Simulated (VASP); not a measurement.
# AlCo3 (Pm-3m) in VASP: further runs

Runs on AlCo3. Level: PBEsol. Tasks: single point.

Everything below comes from runs of VASP 6.6.1. Logs are shortened: lines on timing, memory, paths and dates and some standing lists are left out, and cuts for length are marked.

## 1. The cell of the first run

Symmetry: Pm-3m, No. 221, cubic system. Conventional cell: a = 3.502 Å, b = 3.502 Å, c = 3.502 Å, α = 90.00°, β = 90.00°, γ = 90.00°. Within 3.3 Å of Co (site symmetry 4/mmm) lie 8 Co at 2.48 Å and 4 Al at 2.48 Å. Within 3.3 Å of Al (site symmetry m-3m) lie 12 Co at 2.48 Å.

## 2. Single point, PBEsol, collinear spin, ferromagnetic start

File INCAR:

```
SYSTEM = AlCo3
  PREC = Accurate
  ENCUT = 520
  EDIFF = 1E-6
  ISMEAR = -1
  SIGMA = 0.05
  LREAL = .FALSE.
  LASPH = .TRUE.
  NELM = 150
  ALGO = Fast
  ISIF = 2
  LWAVE = .FALSE.
  LCHARG = .FALSE.
  ISPIN = 2
  MAGMOM = 2 2 2 0
  LORBIT = 11
  LMAXMIX = 4
  GGA = PS
  NBANDS = 27
```

File KPOINTS:

```
Automatic mesh
0
G
  8 8 8
  0 0 0
```

File POSCAR:

```
AlCo3
1.0
    3.5019694002      0.0000000000      0.0000000000
    0.0000000000      3.5019694002      0.0000000000
    0.0000000000      0.0000000000      3.5019694002
Co Al
3 1
Direct
    0.0000000000      0.5000000000      0.5000000000
    0.5000000000      0.0000000000      0.5000000000
    0.5000000000      0.5000000000      0.0000000000
    0.0000000000      0.0000000000      0.0000000000
```

Potentials or basis: VASP PAW PBE potentials, release 64 (Co, Al).

Command:

```
> cat potpaw_PBE.64/Co/POTCAR potpaw_PBE.64/Al/POTCAR > POTCAR
> mpirun -np 1 vasp_std > vasp.out
```

OUTCAR:

```text
SYSTEM = AlCo3
   PREC = Accurate
   ENCUT = 520
   EDIFF = 1E-6
   ISMEAR = -1
   LREAL = .FALSE.
   LASPH = .TRUE.
   NELM = 150
   ISIF = 2
   ISPIN = 2
   LORBIT = 11
   GGA = PS

 ion  position               nearest neighbor table
   1  0.000  0.500  0.500-   2 2.48   3 2.48   4 2.48   3 2.48   4 2.48   2 2.48   4 2.48   4 2.48
                             2 2.48   3 2.48   3 2.48   2 2.48
   2  0.500  0.000  0.500-   1 2.48   3 2.48   4 2.48   3 2.48   4 2.48   1 2.48   3 2.48   3 2.48
                             1 2.48   4 2.48   4 2.48   1 2.48
   3  0.500  0.500  0.000-   1 2.48   2 2.48   4 2.48   1 2.48   2 2.48   2 2.48   4 2.48   2 2.48
                             1 2.48   4 2.48   1 2.48   4 2.48
   4  0.000  0.000  0.000-   1 2.48   2 2.48   3 2.48   1 2.48   2 2.48   1 2.48   3 2.48   1 2.48
                             2 2.48   3 2.48   2 2.48   3 2.48

  LATTYP: Found a simple cubic cell.
 ALAT       =     3.5019694002

  Lattice vectors:

 A1 = (   3.5019694002,   0.0000000000,   0.0000000000)
 A2 = (   0.0000000000,   3.5019694002,   0.0000000000)
 A3 = (   0.0000000000,   0.0000000000,   3.5019694002)

Analysis of symmetry for initial positions (statically):
=====================================================================
 Subroutine PRICEL returns:
 Original cell was already a primitive cell.

 Routine SETGRP: Setting up the symmetry group for a
 simple cubic supercell.

 Subroutine GETGRP returns: Found 48 space group operations
 (whereof 48 operations were pure point group operations)
 out of a pool of 48 trial point group operations.

The static configuration has the point symmetry O_h .

Analysis of symmetry for dynamics (positions and initial velocities):
=====================================================================
 Subroutine PRICEL returns:
 Original cell was already a primitive cell.

 Routine SETGRP: Setting up the symmetry group for a
 simple cubic supercell.

 Subroutine GETGRP returns: Found 48 space group operations
 (whereof 48 operations were pure point group operations)
 out of a pool of 48 trial point group operations.

The dynamic configuration has the point symmetry O_h .

Analysis of structural, dynamic, and magnetic symmetry:
=====================================================================
 Subroutine PRICEL returns:
 Original cell was already a primitive cell.

 Routine SETGRP: Setting up the symmetry group for a
 simple cubic supercell.

 Subroutine GETGRP returns: Found 48 space group operations
 (whereof 48 operations were pure point group operations)
 out of a pool of 48 trial point group operations.

The overall configuration has the point symmetry O_h .

 Subroutine INISYM returns: Found 48 space group operations
 (whereof 48 operations are pure point group operations),
[... 127 lines left out ...]
   AEXX    =    0.0000 exact exchange contribution
   IVDW    =     0    specifies the selected vdW correction
   LEPSILON=     F    determine dielectric tensor
   LRPA    =     F    only Hartree local field effects (RPA)
 spin polarized calculation
 RMM-DIIS sequential band-by-band and
  energy-cutoff  :      520.00
  volume of cell :       42.95
 maximum number of plane-waves:      1189
 NGX is ok and might be reduce to    28
   NGX = 13   NGY = 13   NGZ = 13

 number of electron      29.9999967 magnetization       3.7021142

 Free energy of the ion-electron system (eV)
  ---------------------------------------------------
  ext. energy  EPLUGINS =         0.00000000
  ---------------------------------------------------
  free energy    TOTEN  =       -28.03545301 eV

  energy without entropy =      -27.98219506  energy(sigma->0) =      -28.00882403

 E-fermi :  10.7232     XC(G=0): -13.1987

 val. band max:       10.7226164150   @ k =   0.3750   0.3750   0.1250
 cond. band min:      10.7251090317   @ k =   0.5000   0.5000   0.3750
 fundamental gap:      0.0024926167
 Fermi energy:        10.7231742888

 spin component 1

 k-point     1 :       0.0000    0.0000    0.0000
  band No.  band energies     occupation
      1       0.3958      1.00000
      2       5.4412      1.00000
      3       6.4525      1.00000
      4       6.4525      1.00000
      5       6.8307      1.00000
      6       6.8307      1.00000
[... 709 lines left out ...]
     26      25.0973      0.00000
     27      25.8933      0.00000

 [... further k-points ...]

 spin component 2

 k-point     1 :       0.0000    0.0000    0.0000
  band No.  band energies     occupation
      1       0.4510      1.00000
      2       6.3747      1.00000
      3       7.2813      1.00000
      4       7.2813      1.00000
      5       7.7907      1.00000
      6       7.7907      1.00000
[... 709 lines left out ...]
     26      25.3203      0.00000
     27      25.9432      0.00000

 [... further k-points ...]
[... 5 lines left out ...]
  --------------------------------------------------------------------------------------
  -------------------------------------------------------------------------------------
  Total        1.2308744      1.2308744      1.2308744      0.0000000      0.0000000      0.0000000
  in kB       45.9184576     45.9184576     45.9184576      0.0000000      0.0000000      0.0000000
  external PRESSURE =      45.9184576 kB  Pullay stress =       0.0000000 kB

 VOLUME and BASIS-vectors are now :
 -----------------------------------------------------------------------------
  energy-cutoff  :      520.00
  volume of cell :       42.95
      direct lattice vectors                 reciprocal lattice vectors
     3.501969400  0.000000000  0.000000000     0.285553609  0.000000000  0.000000000
     0.000000000  3.501969400  0.000000000     0.000000000  0.285553609  0.000000000
     0.000000000  0.000000000  3.501969400     0.000000000  0.000000000  0.285553609

 POSITION                                       TOTAL-FORCE (eV/Angst)
 -----------------------------------------------------------------------------------
      0.00000      1.75098      1.75098         0.000000      0.000000      0.000000
      1.75098      0.00000      1.75098         0.000000      0.000000      0.000000
      1.75098      1.75098      0.00000         0.000000      0.000000      0.000000
      0.00000      0.00000      0.00000         0.000000      0.000000      0.000000
 -----------------------------------------------------------------------------------
    total drift:                                0.000000      0.000000      0.000000

  FREE ENERGIE OF THE ION-ELECTRON SYSTEM (eV)
  ---------------------------------------------------
  free  energy   TOTEN  =       -28.0354530058 eV

  energy  without entropy=      -27.9821950564  energy(sigma->0) =      -28.00882403

 total charge

# of ion       s       p       d       tot
------------------------------------------
    1        0.499   0.563   7.358   8.420
    2        0.499   0.563   7.358   8.420
    3        0.499   0.563   7.358   8.420
    4        0.416   0.441   0.000   0.857
--------------------------------------------------
tot          1.913   2.131  22.074  26.118

 magnetization (x)

# of ion       s       p       d       tot
------------------------------------------
    1       -0.002  -0.001   1.261   1.259
    2       -0.002  -0.001   1.261   1.259
    3       -0.002  -0.001   1.261   1.259
    4       -0.002  -0.035   0.000  -0.037
--------------------------------------------------
tot         -0.007  -0.038   3.783   3.739
```

stdout:

```text
POSCAR found type information on POSCAR CoAl
 POSCAR found :  2 types and       4 ions
 scaLAPACK will be used
 -----------------------------------------------------------------------------
|                                                                             |
|                                                                             |
|     You enforced a specific xc type in the INCAR file but a different       |
|     I HOPE YOU KNOW WHAT YOU ARE DOING!                                     |
|                                                                             |
 -----------------------------------------------------------------------------

 LDA part: xc-table for (Slater+PW92), standard interpolation
 POSCAR, INCAR and KPOINTS ok, starting setup
 FFT: planning ... GRIDC
 FFT: planning ... GRID_SOFT
 FFT: planning ... GRID
 WAVECAR not read
 entering main loop
```

Run time: 50 s. Hardware: 1 thread of AMD EPYC 9R45 (Zen 5), shared host; peak memory 0.18 GiB.

What came out:

```
Free energy                                           : -28.0355 eV
Pressure                                              : 4.6 GPa
Net moment                                            : 3.70 μB per cell
Site moments                                          : Co +1.26; Al -0.04 μB
Valence electrons inside the program's atomic spheres : Co 8.42; Al 0.86
```

Caveat: the PAW data sets were made with another functional, which shifts forces and pressure a little.

## 3. Single point, PBEsol, collinear spin, ferromagnetic start

This run uses another cell than the first one, of 10.97 Å³/atom, 1.021 times its volume.

File INCAR:

```
PREC = Accurate ; ENCUT = 520
EDIFF = 1E-7 ; ISMEAR = -1
SIGMA = 0.05 ; LREAL = F
LASPH = T ; NELM = 150
ALGO = Normal ; ISIF = 2
LWAVE = F ; LCHARG = T
ISPIN = 2 ; MAGMOM = 2 2 2 0
LORBIT = 11 ; LMAXMIX = 4
GGA = PS ; LELF = T
LVHAR = T ; NBANDS = 27
```

File KPOINTS:

```
regular mesh
0
Gamma
  8 8 8
```

File POSCAR:

```
AlCo3
1.0
    3.5266319691      0.0000000000      0.0000000000
    0.0000000000      3.5266319691      0.0000000000
    0.0000000000      0.0000000000      3.5266319691
Co Al
3 1
Direct
    0.0000000000      0.5000000000      0.5000000000
    0.5000000000      0.0000000000      0.5000000000
    0.5000000000      0.5000000000      0.0000000000
    0.0000000000      0.0000000000      0.0000000000
```

Potentials or basis: VASP PAW PBE potentials, release 64 (Co, Al).

Command:

```
> cat potpaw_PBE.64/Co/POTCAR potpaw_PBE.64/Al/POTCAR > POTCAR
> mpirun -np 1 vasp_std > vasp.out
```

OUTCAR:

```text
PREC = Accurate
   ENCUT = 520
   EDIFF = 1E-7
   ISMEAR = -1
   LREAL = F
   LASPH = T
   NELM = 150
   ISIF = 2
   ISPIN = 2
   LORBIT = 11
   GGA = PS

 ion  position               nearest neighbor table
   1  0.000  0.500  0.500-   2 2.49   3 2.49   4 2.49   3 2.49   4 2.49   2 2.49   4 2.49   4 2.49
                             2 2.49   3 2.49   3 2.49   2 2.49
   2  0.500  0.000  0.500-   1 2.49   3 2.49   4 2.49   3 2.49   4 2.49   1 2.49   3 2.49   3 2.49
                             1 2.49   4 2.49   4 2.49   1 2.49
   3  0.500  0.500  0.000-   1 2.49   2 2.49   4 2.49   1 2.49   2 2.49   2 2.49   4 2.49   2 2.49
                             1 2.49   4 2.49   1 2.49   4 2.49
   4  0.000  0.000  0.000-   1 2.49   2 2.49   3 2.49   1 2.49   2 2.49   1 2.49   3 2.49   1 2.49
[... 1676 lines left out ...]

 POSITION                                       TOTAL-FORCE (eV/Angst)
 -----------------------------------------------------------------------------------
      0.00000      1.76332      1.76332         0.000000      0.000000      0.000000
      1.76332      0.00000      1.76332         0.000000      0.000000      0.000000
      1.76332      1.76332      0.00000         0.000000      0.000000      0.000000
      0.00000      0.00000      0.00000         0.000000      0.000000      0.000000
 -----------------------------------------------------------------------------------
    total drift:                                0.000000      0.000000      0.000000

  FREE ENERGIE OF THE ION-ELECTRON SYSTEM (eV)
  ---------------------------------------------------
  free  energy   TOTEN  =       -28.0489389798 eV

  energy  without entropy=      -27.9966431652  energy(sigma->0) =      -28.02279107

 total charge

# of ion       s       p       d       tot
------------------------------------------
    1        0.490   0.545   7.342   8.377
    2        0.490   0.545   7.342   8.377
    3        0.490   0.545   7.342   8.377
    4        0.413   0.431   0.000   0.844
--------------------------------------------------
tot          1.882   2.066  22.026  25.974

 magnetization (x)

# of ion       s       p       d       tot
------------------------------------------
    1       -0.002  -0.002   1.290   1.286
    2       -0.002  -0.002   1.290   1.286
    3       -0.002  -0.002   1.290   1.286
    4       -0.002  -0.036   0.000  -0.038
--------------------------------------------------
tot         -0.008  -0.042   3.869   3.820
```

OSZICAR:

```text
N       E                     dE             d eps       ncg     rms          rms(c)
DAV:   1     0.179852349013E+03    0.17985E+03   -0.12716E+04  3796   0.138E+03
DAV:   2    -0.224588718578E+02   -0.20231E+03   -0.18703E+03  3795   0.278E+02
DAV:   3    -0.327755160014E+02   -0.10317E+02   -0.98100E+01  4184   0.816E+01
DAV:   4    -0.329741813433E+02   -0.19867E+00   -0.19833E+00  4535   0.104E+01
DAV:   5    -0.329824456588E+02   -0.82643E-02   -0.82635E-02  4921   0.187E+00    0.217E+01
DAV:   6    -0.320706886099E+02    0.91176E+00   -0.37993E+01  4422   0.997E+01    0.169E+01
DAV:   7    -0.281388671232E+02    0.39318E+01   -0.11716E+01  4493   0.528E+01    0.419E+00
DAV:   8    -0.280826653858E+02    0.56202E-01   -0.20082E-01  4546   0.372E+00    0.208E+00
DAV:   9    -0.280573782782E+02    0.25287E-01   -0.20947E-02  5385   0.166E+00    0.906E-01
DAV:  10    -0.280493645225E+02    0.80138E-02   -0.99057E-03  4974   0.109E+00    0.292E-01
DAV:  11    -0.280490764180E+02    0.28810E-03   -0.19088E-03  4639   0.397E-01    0.124E-01
DAV:  12    -0.280489956043E+02    0.80814E-04   -0.55472E-04  5396   0.162E-01    0.778E-02
DAV:  13    -0.280489516209E+02    0.43983E-04   -0.59458E-05  5140   0.108E-01    0.481E-02
DAV:  14    -0.280489429122E+02    0.87087E-05   -0.45339E-05  5215   0.551E-02    0.249E-02
DAV:  15    -0.280489400170E+02    0.28952E-05   -0.42933E-06  4742   0.296E-02    0.124E-02
DAV:  16    -0.280489396170E+02    0.39996E-06   -0.58219E-07  4176   0.763E-03    0.623E-03
DAV:  17    -0.280489390274E+02    0.58966E-06   -0.14593E-07  2638   0.407E-03    0.201E-03
DAV:  18    -0.280489389798E+02    0.47629E-07   -0.42057E-08  2073   0.243E-03
   1 F= -.28048939E+02 E0= -.28022791E+02  d E =-.522958E-01  mag=     3.7737
```

stdout:

```text
POSCAR found type information on POSCAR CoAl
 POSCAR found :  2 types and       4 ions
 scaLAPACK will be used
 -----------------------------------------------------------------------------
|                                                                             |
|                                                                             |
|     You enforced a specific xc type in the INCAR file but a different       |
|     I HOPE YOU KNOW WHAT YOU ARE DOING!                                     |
|                                                                             |
 -----------------------------------------------------------------------------

 LDA part: xc-table for (Slater+PW92), standard interpolation
 POSCAR, INCAR and KPOINTS ok, starting setup
 FFT: planning ... GRIDC
 FFT: planning ... GRID_SOFT
 FFT: planning ... GRID
 WAVECAR not read
 entering main loop
```

It took 51 s on 1 thread of AMD EPYC 9R45 (Zen 5), shared host; peak memory 0.18 GiB.

Results:

```
Free energy                                           : -28.0489 eV
Pressure                                              : 0.2 GPa
Net moment                                            : 3.77 μB per cell
Site moments                                          : Co +1.29; Al -0.04 μB
Valence electrons inside the program's atomic spheres : Co 8.38; Al 0.84
```

Caveat: the PAW data sets were made with another functional, which shifts forces and pressure a little.

## 4. Single point, PBEsol, collinear spin, ferromagnetic start

This run uses another cell than the first one, of 11.19 Å³/atom, 1.043 times its volume.

File INCAR:

```
PREC = Accurate
ENCUT = 520
EDIFF = 1E-6
ISMEAR = -1
SIGMA = 0.05
LREAL = F
LASPH = T
NELM = 150
ALGO = Fast
ISIF = 2
LWAVE = F
LCHARG = T
ISPIN = 2
MAGMOM = 2 2 2 0
LORBIT = 11
LMAXMIX = 4
GGA = PS
LELF = T
LVHAR = T
NBANDS = 27
```

File KPOINTS:

```
Automatic mesh
0
Gamma
  8 8 8
```

File POSCAR:

```
AlCo3
1.0
    3.5509543375      0.0000000000      0.0000000000
    0.0000000000      3.5509543375      0.0000000000
    0.0000000000      0.0000000000      3.5509543375
Co Al
3 1
Direct
    0.0000000000      0.5000000000      0.5000000000
    0.5000000000      0.0000000000      0.5000000000
    0.5000000000      0.5000000000      0.0000000000
    0.0000000000      0.0000000000      0.0000000000
```

Command:

```
> cat potpaw_PBE.64/Co/POTCAR potpaw_PBE.64/Al/POTCAR > POTCAR
> mpirun -np 1 vasp_std > vasp.out
```

Wall time 49 s (1 thread of AMD EPYC 9R45 (Zen 5), shared host); peak memory 0.18 GiB.

It converged, with:

| Quantity | Value |
| --- | --- |
| Free energy | -28.0379 eV |
| Pressure | -4.0 GPa |
| Net moment | 3.81 μB per cell |
| Site moments | Co +1.30; Al -0.04 μB |
| Valence electrons inside the program's atomic spheres | Co 8.34; Al 0.83 |

Levels at points of the mesh, in eV from the Fermi level:
Spin up:
| k point | band 14 | band 15 | band 16 | band 17 | band 18 | band 19 | band 20 | band 21 |
| --- | --- | --- | --- | --- | --- | --- | --- | --- |
| (0.00, 0.00, 0.00) | -0.14 | -0.14 | -0.14 | 0.83 | 0.83 | 0.83 | 6.83 | 6.83 |
| (0.50, 0.00, 0.00) | -1.44 | -1.36 | -0.91 | -0.14 | 5.63 | 5.63 | 5.66 | 5.66 |
| (0.50, 0.50, 0.00) | -1.56 | -1.17 | -1.16 | -0.70 | 0.84 | 0.84 | 8.29 | 8.29 |
| (0.50, 0.50, 0.50) | -1.28 | -1.28 | -0.36 | -0.36 | -0.36 | -0.34 | 3.56 | 4.33 |
Spin down:
| k point | band 11 | band 12 | band 13 | band 14 | band 15 | band 16 |
| --- | --- | --- | --- | --- | --- | --- |
| (0.00, 0.00, 0.00) | 0.60 | 0.60 | 0.85 | 0.85 | 0.85 | 1.03 |
| (0.50, 0.00, 0.00) | -0.83 | -0.23 | -0.22 | -0.22 | 0.02 | 0.68 |
| (0.50, 0.50, 0.00) | -0.40 | -0.38 | -0.32 | -0.32 | 0.09 | 0.11 |
| (0.50, 0.50, 0.50) | -0.34 | -0.34 | -0.34 | -0.20 | -0.05 | -0.05 |

Caveat: the PAW data sets were made with another functional, which shifts forces and pressure a little.

(Part 1 of 2 ends here.)
